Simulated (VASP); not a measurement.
Crystal: ScAl3N3.

```
CELL_PARAMETERS angstrom
4.60349 0.00000 0.00000
0.00000 4.60349 0.00000
0.00000 0.00000 4.60349
ATOMIC_POSITIONS crystal
Sc 0.50000 0.50000 0.50000
Al 0.50000 0.50000 0.00000
Al 0.00000 0.50000 0.50000
Al 0.50000 0.00000 0.50000
N 0.50000 0.00000 0.00000
N 0.00000 0.50000 0.00000
N 0.00000 0.00000 0.50000
```

The cell was generated, and may not be a known phase.

```yaml
Program: VASP 6.6.1
Task: relaxation of cell and atoms
Functional: PBE
Potentials_or_basis: VASP PAW PBE potentials, release 64 (Sc_sv, Al, N)
Cutoff: 600 eV
k_mesh: 4 × 4 × 4
Occupations: gaussian, width 0.2 eV
Spin: no spin polarisation
```

At the start: pressure 6.8 GPa; volume 13.94 Å³/atom.

**Question.** Where does the relaxation end?

**Answer.** Over 3 steps the energy falls by 28.9 meV/atom and the volume is 15.45 Å³/atom (+10.9 %); space group Pm-3m (No. 221, to 0.1 Å) before and after.

The path:
| step | energy change (eV) | largest force (eV/Å) | pressure (GPa) | volume (Å³) |
| --- | --- | --- | --- | --- |
| 1 | 0.0000 | 0.0000 | 6.79 | 97.56 |
| 2 | -0.1966 | 0.0000 | 0.97 | 106.14 |
| 3 | -0.2023 | 0.0000 | -0.07 | 108.18 |

Final structure:
```yaml
crystal:
  lattice:
    - [4.76485, 0.00000, 0.00000]
    - [0.00000, 4.76485, 0.00000]
    - [0.00000, 0.00000, 4.76485]
  atoms:
    - { symbol: Sc, position: [0.50000, 0.50000, 0.50000] }
    - { symbol: Al, position: [0.50000, 0.50000, 0.00000] }
    - { symbol: Al, position: [0.00000, 0.50000, 0.50000] }
    - { symbol: Al, position: [0.50000, 0.00000, 0.50000] }
    - { symbol: N, position: [0.50000, 0.00000, 0.00000] }
    - { symbol: N, position: [0.00000, 0.50000, 0.00000] }
    - { symbol: N, position: [0.00000, 0.00000, 0.50000] }
```
